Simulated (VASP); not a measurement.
Input of a VASP 6.6.1 run:

The input INCAR:

```
SYSTEM = TiO2
PREC = Accurate
ENCUT = 520
EDIFF = 1E-6
ISMEAR = 0
SIGMA = 0.02
LREAL = .False.
LASPH = .True.
NELM = 80
ALGO = Normal
ISIF = 2
LWAVE = .False.
LCHARG = .False.
GGA = PE
NBANDS = 33
```

KPOINTS

```
regular mesh
0
Gamma
  6 6 10
  0 0 0
```

File POSCAR:

```
TiO2
1.0
    4.5922000000      0.0000000000      0.0000000000
    0.0000000000      4.5922000000      0.0000000000
    0.0000000000      0.0000000000      2.9574000000
Ti O
2 4
Direct
    0.0000000000      0.0000000000      0.0000000000
    0.5000000000      0.5000000000      0.5000000000
    0.3049600000      0.3049600000      0.0000000000
    0.1950400000      0.8049600000      0.5000000000
    0.6950400000      0.6950400000      0.0000000000
    0.8049600000      0.1950400000      0.5000000000
```

Potentials or basis: VASP PAW PBE potentials, release 64 (Ti_sv, O).

The run is started by

```console
$ cat potpaw_PBE.64/Ti_sv/POTCAR potpaw_PBE.64/O/POTCAR > POTCAR
$ mpirun -np 1 vasp_std > vasp.out
```

Problem. Predict the largest force.

Solution. 0.126 eV/Å.

Problem. What does it give for the band gap on the k mesh?

Solution. 1.87 eV.

Problem. What does it give for the pressure?

Solution. 6.1 GPa.

Forces on the atoms (eV/Å):
```
Ti   0.000  0.000  0.000
Ti   0.000  0.000  0.000
O   -0.089 -0.089  0.000
O    0.089 -0.089  0.000
O    0.089  0.089  0.000
O   -0.089  0.089  0.000
```

Caveat: the cell stands under pressure. A k mesh can miss the band edges.
